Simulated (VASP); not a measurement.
# Be7Te8 (a cell with a defect) in VASP: further runs

The runs below take Be7Te8 (a cell with a defect) through single point, with PBE.

Everything below comes from runs of VASP 6.6.1. Logs are shortened: lines on timing, memory, paths and dates and some standing lists are left out, and cuts for length are marked.

## Step 1: The cell of the first run

The cell holds a defect, 15 atoms: a = 7.893 Å, b = 7.893 Å, c = 7.893 Å, α = 60.00°, β = 60.00°, γ = 60.00°.

## Step 2: Single point, PBE

The input, INCAR:

```
SYSTEM = Be7Te8
PREC = Accurate ; ENCUT = 520
EDIFF = 1E-7 ; ISMEAR = 1
SIGMA = 0.0951 ; LREAL = Auto
LASPH = .True. ; NELM = 100
ALGO = Normal ; ISIF = 2
LWAVE = .False. ; LCHARG = .True.
GGA = PE ; LELF = .True.
LVHAR = .True. ; NBANDS = 44
```

The input, KPOINTS:

```
regular mesh
0
Gamma
  2 2 2
  0 0 0
```

The input, POSCAR:

```
Be7Te8
1.0
    0.0000000000      5.5810420000      5.5810420000
    5.5810420000      0.0000000000      5.5810420000
    5.5810420000      5.5810420000      0.0000000000
Be Te
7 8
Direct
    0.0016613385     -0.0317634234      0.0252087334
   -0.0004839598      0.5336790155     -0.0036803163
   -0.0482697496      0.1285468735      0.4486310083
    0.4976043900      0.0116121685     -0.0047888907
    0.5262925812     -0.0305278118      0.5006679756
    0.5008778827      0.4992491545      0.0005349359
    0.4989719662      0.5346778433      0.4979243123
    0.1207321142      0.1569407648      0.0919586342
    0.1473771385      0.0440294124      0.6460010514
    0.1330984429      0.5974669246      0.1683275274
    0.1242316399      0.7070971693      0.6218340589
    0.6294666838      0.1186389567      0.1283339204
    0.5948048769      0.1579619003      0.6183529886
    0.6221975215      0.6387240053      0.1206784504
    0.6694431792      0.5988703364      0.6329406767
```

Potentials or basis: VASP PAW PBE potentials, release 64 (Be, Te).

On the command line:

```bash
cat potpaw_PBE.64/Be/POTCAR potpaw_PBE.64/Te/POTCAR > POTCAR
mpirun -np 1 vasp_std > vasp.out
```

OUTCAR:

```text
SYSTEM = Be7Te8
   PREC = Accurate
   ENCUT = 520
   EDIFF = 1E-7
   ISMEAR = 1
   LREAL = Auto
   LASPH = .True.
   NELM = 100
   ISIF = 2
   GGA = PE

 ion  position               nearest neighbor table
   1  0.002  0.968  0.025-  10 2.40  12 2.41   8 2.46   9 2.47
   2  1.000  0.534  0.996-  10 2.42  14 2.44   8 2.44  11 2.44
   3  0.952  0.129  0.449-   9 2.36   8 2.38  13 2.38  11 2.75
   4  0.498  0.012  0.995-  12 2.40  14 2.40  13 2.44   8 2.44
   5  0.526  0.969  0.501-  15 2.40  12 2.41  13 2.46   9 2.47
   6  0.501  0.499  0.001-  15 2.39  10 2.39  12 2.45  14 2.46
   7  0.499  0.535  0.498-  15 2.42  14 2.44  13 2.44  11 2.44
   8  0.121  0.157  0.092-   3 2.38   4 2.44   2 2.44   1 2.46
   9  0.147  0.044  0.646-   3 2.36   5 2.47   1 2.47  11 2.86
  10  0.133  0.597  0.168-   6 2.39   1 2.40   2 2.42  15 3.66
  11  0.124  0.707  0.622-   7 2.44   2 2.44   3 2.75   9 2.86
  12  0.629  0.119  0.128-   4 2.40   1 2.41   5 2.41   6 2.45
  13  0.595  0.158  0.618-   3 2.38   4 2.44   7 2.44   5 2.46
  14  0.622  0.639  0.121-   4 2.40   2 2.44   7 2.44   6 2.46
  15  0.669  0.599  0.633-   6 2.39   5 2.40   7 2.42  10 3.66

  LATTYP: Found a face centered cubic cell.
 ALAT       =    11.1620840000

  Lattice vectors:

 A1 = (   0.0000000000,   5.5810420000,   5.5810420000)
 A2 = (   5.5810420000,   0.0000000000,   5.5810420000)
 A3 = (   5.5810420000,   5.5810420000,   0.0000000000)

Analysis of symmetry for initial positions (statically):
=====================================================================
 Subroutine PRICEL returns:
 Original cell was already a primitive cell.

 Routine SETGRP: Setting up the symmetry group for a
 face centered cubic supercell.

 Subroutine GETGRP returns: Found  1 space group operations
 (whereof  1 operations were pure point group operations)
 out of a pool of 48 trial point group operations.

The static configuration has the point symmetry C_1 .

Analysis of symmetry for dynamics (positions and initial velocities):
=====================================================================
 Subroutine PRICEL returns:
 Original cell was already a primitive cell.

 Routine SETGRP: Setting up the symmetry group for a
 face centered cubic supercell.

 Subroutine GETGRP returns: Found  1 space group operations
 (whereof  1 operations were pure point group operations)
 out of a pool of 48 trial point group operations.

The dynamic configuration has the point symmetry C_1 .

 Subroutine INISYM returns: Found  1 space group operations
 (whereof  1 operations are pure point group operations),
 and found     1 'primitive' translations

----------------------------------------------------------------------------------------

                                     Primitive cell

  volume of cell :     347.6769

  direct lattice vectors                    reciprocal lattice vectors
     0.000000000  5.581042000  5.581042000    -0.089589005  0.089589005  0.089589005
     5.581042000  0.000000000  5.581042000     0.089589005 -0.089589005  0.089589005
     5.581042000  5.581042000  0.000000000     0.089589005  0.089589005 -0.089589005

  length of vectors
     7.892785289  7.892785289  7.892785289     0.155172709  0.155172709  0.155172709

  position of ions in fractional coordinates (direct lattice)
     0.001661338  0.968236577  0.025208733
     0.999516040  0.533679015  0.996319684
     0.951730250  0.128546873  0.448631008
     0.497604390  0.011612169  0.995211109
     0.526292581  0.969472188  0.500667976
     0.500877883  0.499249154  0.000534936
     0.498971966  0.534677843  0.497924312
     0.120732114  0.156940765  0.091958634
     0.147377138  0.044029412  0.646001051
     0.133098443  0.597466925  0.168327527
     0.124231640  0.707097169  0.621834059
     0.629466684  0.118638957  0.128333920
     0.594804877  0.157961900  0.618352989
     0.622197521  0.638724005  0.120678450
     0.669443179  0.598870336  0.632940677

  ion indices of the primitive-cell ions
   primitive index   ion index
                 1           1
                 2           2
                 3           3
                 4           4
                 5           5
                 6           6
                 7           7
                 8           8
                 9           9
                10          10
                11          11
                12          12
                13          13
                14          14
                15          15

----------------------------------------------------------------------------------------

 KPOINTS: regular mesh

Automatic generation of k-mesh.
 Grid dimensions read from file:
 generate k-points for:    2    2    2

 Generating k-lattice:

  Cartesian coordinates                     Fractional coordinates (reciprocal lattice)
    -0.044794503  0.044794503  0.044794503     0.500000000  0.000000000  0.000000000
     0.044794503 -0.044794503  0.044794503     0.000000000  0.500000000  0.000000000
     0.044794503  0.044794503 -0.044794503     0.000000000  0.000000000  0.500000000

  Length of vectors
     0.077586354  0.077586354  0.077586354

  Shift w.r.t. Gamma in fractional coordinates (k-lattice)
     0.000000000  0.000000000  0.000000000

 Subroutine IBZKPT returns following result:
 ===========================================

 Found      8 irreducible k-points:

 Following reciprocal coordinates:
            Coordinates               Weight
  0.000000  0.000000  0.000000      1.000000
  0.500000  0.000000  0.000000      1.000000
  0.000000  0.500000  0.000000      1.000000
  0.000000  0.000000  0.500000      1.000000
  0.500000  0.500000  0.500000      1.000000
  0.500000  0.500000  0.000000      1.000000
  0.000000  0.500000  0.500000      1.000000
  0.500000  0.000000  0.500000      1.000000
   k-points           NKPTS =      8   k-points in BZ     NKDIM =      8   number of bands    NBANDS=     44
   number of dos      NEDOS =    301   number of ions     NIONS =     15
   total plane-waves  NPLWV = 216000
   dimension x,y,z NGX =    60 NGY =   60 NGZ =   60
   dimension x,y,z NGXF=   120 NGYF=  120 NGZF=  120
   ions per type =               7   8
   NGX,Y,Z   is equivalent  to a cutoff of  12.64, 12.64, 12.64 a.u.
   NGXF,Y,Z  is equivalent  to a cutoff of  25.28, 25.28, 25.28 a.u.
 SYSTEM =  Be7Te8
   PREC   = accura    normal or accurate (medium, high low for compatibility)
   ISTART =      0    job   : 0-new  1-cont  2-samecut
   ICHARG =      2    charge: 1-file 2-atom 10-const
   ISPIN  =      1    spin polarized calculation?
   LNONCOLLINEAR =      F non collinear calculations
   LSORBIT =      F    spin-orbit coupling
   LASPH  =      T    aspherical Exc in radial PAW
   ENCUT  =  520.0 eV  38.22 Ry    6.18 a.u.  14.68 14.68 14.68*2*pi/ulx,y,z
   NELM   =    100;   NELMIN=  2; NELMDL= -5     # of ELM steps
   EDIFF  = 0.1E-06   stopping-criterion for ELM
   LREAL  =      T    real-space projection
   EDIFFG = 0.1E-05   stopping-criterion for IOM
   NSW    =      0    number of steps for IOM
   IBRION =     -1    ionic relax: 0-MD 1-quasi-New 2-CG
   NFREE  =      0    steps in history (QN), initial steepest desc. (CG)
   ISIF   =      2    stress and relaxation
   ISYM   =      2    0-nonsym 1-usesym 2-fastsym
   POTIM  = 0.5000    time-step for ionic-motion
   TEBEG  =    0.0;   TEEND  =   0.0 temperature during run
   PSTRESS=    0.0 pullay stress
   NELECT =      62.0000    total number of electrons
   NUPDOWN=      -1.0000    fix difference up-down
   EMIN   =  10.00;   EMAX   =-10.00  energy-range for DOS
   EFERMI =   0.00;   METHOD = LEGACY
   ISMEAR =     1;   SIGMA  =   0.10  broadening in eV -4-tet -1-fermi 0-gaus
   EFERMI_NEDOS =   21; number of points for ismear=-14 and -15
   IALGO  =     38    algorithm
   IMIX   =      4    mixing-type and parameters
     AMIX     =   0.40;   BMIX     =  1.00
     AMIX_MAG =   1.60;   BMIX_MAG =  1.00
  volume/ion in A,a.u.               =      23.18       156.42
  Fermi-wavevector in a.u.,A,eV,Ry     =   0.921468  1.741321 11.552743  0.849103
  Thomas-Fermi vector in A             =   2.046887
   LORBIT       =      0    0 simple, 1 ext, 2 COOP (PROOUT), +10 PAW based schemes
   GGA     = PE    functional components
   LHFCALC =     F    Hartree Fock is set to
   AEXX    =    0.0000 exact exchange contribution
   IVDW    =     0    specifies the selected vdW correction
   LEPSILON=     F    determine dielectric tensor
   LRPA    =     F    only Hartree local field effects (RPA)
 non-spin polarized calculation
 Methfessel and Paxton  Order N= 1 SIGMA  =   0.10
  energy-cutoff  :      520.00
  volume of cell :      347.68
 maximum number of plane-waves:      9384
 NGX is ok and might be reduce to    60
   NGX = 29   NGY = 29   NGZ = 29

 number of electron      62.0000000 magnetization

 Free energy of the ion-electron system (eV)
  ---------------------------------------------------
  ext. energy  EPLUGINS =         0.00000000
  ---------------------------------------------------
  free energy    TOTEN  =       -54.44956043 eV

  energy without entropy =      -54.45025411  energy(sigma->0) =      -54.44979166

 E-fermi :   5.6399     XC(G=0):  -9.0320

 val. band max:        5.5598464152   @ k =   0.0000   0.0000   0.0000
 cond. band min:       5.9940807453   @ k =   0.5000   0.0000   0.5000
 fundamental gap:      0.4342343301
 Fermi energy:         5.6398797652

 k-point     1 :       0.0000    0.0000    0.0000
  band No.  band energies     occupation
      1      -7.5931      2.00000
      2      -6.4986      2.00000
      3      -5.9056      2.00000
      4      -5.8214      2.00000
      5      -5.7254      2.00000
      6      -5.1979      2.00000
[... 357 lines left out ...]
     42      10.4285      0.00000
     43      10.5584      0.00000
 [bands above 43 left out]

------------------------ aborting loop because EDIFF is reached ----------------------------------------

  FORCE on cell =-STRESS in cart. coord.  units (eV):
  Direction    XX          YY          ZZ          XY          YZ          ZX
  --------------------------------------------------------------------------------------
  -------------------------------------------------------------------------------------
  Total        5.7090402      5.1123935      5.6109040     -0.7070063     -0.7133484     -3.1185756
  in kB       26.3086045     23.5591158     25.8563698     -3.2580521     -3.2872777    -14.3711323
  external PRESSURE =      25.2413634 kB  Pullay stress =       0.0000000 kB

 VOLUME and BASIS-vectors are now :
 -----------------------------------------------------------------------------
  energy-cutoff  :      520.00
  volume of cell :      347.68
      direct lattice vectors                 reciprocal lattice vectors
     0.000000000  5.581042000  5.581042000    -0.089589005  0.089589005  0.089589005
     5.581042000  0.000000000  5.581042000     0.089589005 -0.089589005  0.089589005
     5.581042000  5.581042000  0.000000000     0.089589005  0.089589005 -0.089589005

 POSITION                                       TOTAL-FORCE (eV/Angst)
 -----------------------------------------------------------------------------------
      5.54446      0.14996      5.41304         0.011301     -0.038546      0.034595
      8.53899     11.13884      8.55683         0.056054      0.011084      0.039532
      3.22125      7.81547      6.02907        -0.435386      0.163752     -0.440775
      5.61912      8.33147      2.84196         0.011689      0.026227      0.008854
      8.20491      5.73151      8.34793         0.028967     -0.039316      0.008164
      2.78932      2.79841      5.58175         0.049885     -0.024660      0.053726
      5.76300      5.56372      5.76884         0.034257      0.009799      0.050492
      1.38912      1.18704      1.54970        -0.029107     -0.040507      0.029423
      3.85109      4.42788      1.06825         0.028638     -0.081126      0.029971
      4.27393      1.68227      4.07732         0.060924      0.028072      0.053895
      7.41682      4.16382      4.63968         0.056792      0.012297      0.054821
      1.37837      4.22932      4.17521         0.039953     -0.028860      0.038047
      4.33265      6.77068      4.20122         0.029999     -0.036381     -0.038774
      4.23826      4.14602      7.03726         0.019726      0.015607      0.020633
      6.87479      7.26866      7.07851         0.036308      0.022557      0.057396
 -----------------------------------------------------------------------------------
    total drift:                               -0.004127      0.007051     -0.000741

  FREE ENERGIE OF THE ION-ELECTRON SYSTEM (eV)
  ---------------------------------------------------
  free  energy   TOTEN  =       -54.4495604296 eV

  energy  without entropy=      -54.4502541135  energy(sigma->0) =      -54.44979166
```

It took 3.7 min on 1 thread of Intel Xeon Platinum 8488C (Sapphire Rapids), shared host; peak memory 0.5 GiB.

What came out:

| Item | Value |
| --- | --- |
| Free energy | -54.4496 eV |
| Pressure | 2.5 GPa |
| Largest force | 0.641 eV/Å |
| Band gap on the k mesh | 0.43 eV |

Forces in eV/Å, atoms in the order of the input:
```
Be   0.011 -0.039  0.035
Be   0.056  0.011  0.040
Be  -0.435  0.164 -0.441
Be   0.012  0.026  0.009
Be   0.029 -0.039  0.008
Be   0.050 -0.025  0.054
Be   0.034  0.010  0.050
Te  -0.029 -0.041  0.029
Te   0.029 -0.081  0.030
Te   0.061  0.028  0.054
Te   0.057  0.012  0.055
Te   0.040 -0.029  0.038
Te   0.030 -0.036 -0.039
Te   0.020  0.016  0.021
Te   0.036  0.023  0.057
```

Caveat: the k points lie up to 0.49 Å⁻¹ apart; spin-orbit coupling is left out, which moves the levels of the heavy elements.

## Step 3: Single point, PBE

The input, INCAR:

```
  ALGO = Normal
  EDIFF = 1E-7
  ENCUT = 520
  GGA = PE
  ISIF = 2
  ISMEAR = 1
  LASPH = T
  LCHARG = F
  LREAL = Auto
  LWAVE = F
  NBANDS = 44
  NELM = 100
  PREC = Accurate
  SIGMA = 0.0951
```

The input, KPOINTS:

```
k-points
0
Gamma
  2 2 2
```

The input, POSCAR:

```
Be7Te8
1.0
    0.0000000000      5.5810420000      5.5810420000
    5.5810420000      0.0000000000      5.5810420000
    5.5810420000      5.5810420000      0.0000000000
Be Te
7 8
Direct
    0.0037132851     -0.0181826261      0.0082808909
    0.0003518160      0.5231771236     -0.0034619879
   -0.0226596575      0.0448565877      0.4750927336
    0.4967541903      0.0089273652     -0.0052606664
    0.5098498632     -0.0176932014      0.5022292432
    0.5030626001      0.4979062154      0.0018019037
    0.4986503416      0.5235670149      0.4986291986
    0.1205054540      0.1454975612      0.1047752373
    0.1357852172      0.0885132203      0.6341512929
    0.1303760122      0.6077486964      0.1560602841
    0.1255412520      0.6699336791      0.6235133153
    0.6280334389      0.1194176643      0.1265390943
    0.6069857564      0.1458715057      0.6185079775
    0.6238013439      0.6352603152      0.1220756805
    0.6576084717      0.6082146488      0.6291300979
```

Potentials or basis: VASP PAW PBE potentials, release 64 (Be, Te).

On the command line:

```bash
cat potpaw_PBE.64/Be/POTCAR potpaw_PBE.64/Te/POTCAR > POTCAR
mpirun -np 1 vasp_std > vasp.out
```

Wall time 3.4 min (1 thread of Intel Xeon Platinum 8488C (Sapphire Rapids), shared host); peak memory 0.5 GiB.

Results (log left out):

- Free energy: -54.7035 eV
- Pressure: 2.0 GPa
- Largest force: 0.309 eV/Å
- Band gap on the k mesh: zero (band 31 reaches 5.50 eV, above the bottom of band 32 at 5.11 eV)

Forces in eV/Å, atoms in the order of the input:
```
Be   0.013 -0.058  0.083
Be  -0.026  0.001 -0.016
Be  -0.172  0.189 -0.174
Be   0.008  0.006  0.007
Be   0.078 -0.058  0.012
Be   0.024 -0.026  0.027
Be  -0.019 -0.001 -0.029
Te   0.023  0.030 -0.026
Te   0.165 -0.086  0.162
Te   0.013 -0.025  0.041
Te  -0.144  0.008 -0.143
Te   0.013 -0.002  0.015
Te  -0.026  0.029  0.017
Te   0.018  0.020  0.015
Te   0.033 -0.028  0.011
```

Stress tensor (GPa, compression positive):
```
 2.17 -0.03 -0.36
-0.03  1.55 -0.03
-0.36 -0.03  2.17
```

Levels at points of the mesh, in eV from the Fermi level:
| k point | band 28 | band 29 | band 30 | band 31 | band 32 | band 33 | band 34 | band 35 |
| --- | --- | --- | --- | --- | --- | --- | --- | --- |
| (0.00, 0.00, 0.00) | -0.74 | -0.66 | 0.08 | 0.30 | 0.60 | 1.84 | 2.02 | 2.12 |
| (0.50, 0.00, 0.00) | -1.62 | -0.74 | -0.71 | -0.26 | 0.25 | 2.68 | 2.85 | 2.91 |
| (0.00, 0.50, 0.00) | -1.33 | -0.88 | -0.83 | -0.04 | 0.20 | 2.59 | 2.75 | 2.89 |
| (0.00, 0.00, 0.50) | -1.62 | -0.74 | -0.71 | -0.26 | 0.25 | 2.68 | 2.85 | 2.91 |
| (0.50, 0.50, 0.50) | -1.30 | -0.86 | -0.82 | -0.05 | 0.20 | 2.58 | 2.81 | 2.87 |
| (0.50, 0.50, 0.00) | -1.58 | -1.28 | -1.23 | -0.56 | -0.01 | 2.57 | 2.77 | 3.60 |
| (0.00, 0.50, 0.50) | -1.58 | -1.28 | -1.23 | -0.56 | -0.02 | 2.57 | 2.77 | 3.60 |
| (0.50, 0.00, 0.50) | -1.62 | -1.37 | -1.18 | -0.35 | -0.10 | 2.51 | 2.72 | 3.59 |

Caveat: the k points lie up to 0.49 Å⁻¹ apart; spin-orbit coupling is left out, which moves the levels of the heavy elements.
